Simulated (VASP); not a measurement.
A run of VASP 6.6.1:

File INCAR:

```
SYSTEM = SiC5
ALGO = Normal
EDIFF = 1E-6
EDIFFG = -0.04
ENCUT = 600
GGA = PE
IBRION = 2
ISIF = 3
ISMEAR = 0
LASPH = .TRUE.
LCHARG = .FALSE.
LREAL = .FALSE.
LWAVE = .FALSE.
NELM = 100
NSW = 90
PREC = Accurate
SIGMA = 0.1
```

KPOINTS

```
k-points
0
G
  4 4 4
  0 0 0
```

Contents of POSCAR:

```
SiC5
1.0
    0.0000000000      3.5414572600      3.5414572600
    3.5414572600      0.0000000000      3.5414572600
    3.5414572600      3.5414572600      0.0000000000
Si C
1 5
Direct
    0.0000000000      0.0000000000      0.0000000000
    0.7500000000      0.7500000000      0.7500000000
    0.3750000000      0.3750000000      0.8750000000
    0.3750000000      0.8750000000      0.3750000000
    0.8750000000      0.3750000000      0.3750000000
    0.3750000000      0.3750000000      0.3750000000
```

Potentials or basis: VASP PAW PBE potentials, release 64 (Si, C).

Command:

```bash
$ cat potpaw_PBE.64/Si/POTCAR potpaw_PBE.64/C/POTCAR > POTCAR
$ mpirun -np 1 vasp_std > vasp.out
```

Hardware: 1 thread of Intel Xeon 8259CL, on a shared host.

Task: Estimate the wall time of this run.

Result: Wall time 9.2 min on 1 thread of Intel Xeon 8259CL, with other jobs on the host, peak memory 0.25 GiB. Counts: scf iterations 224, k points 8, ion steps 28.
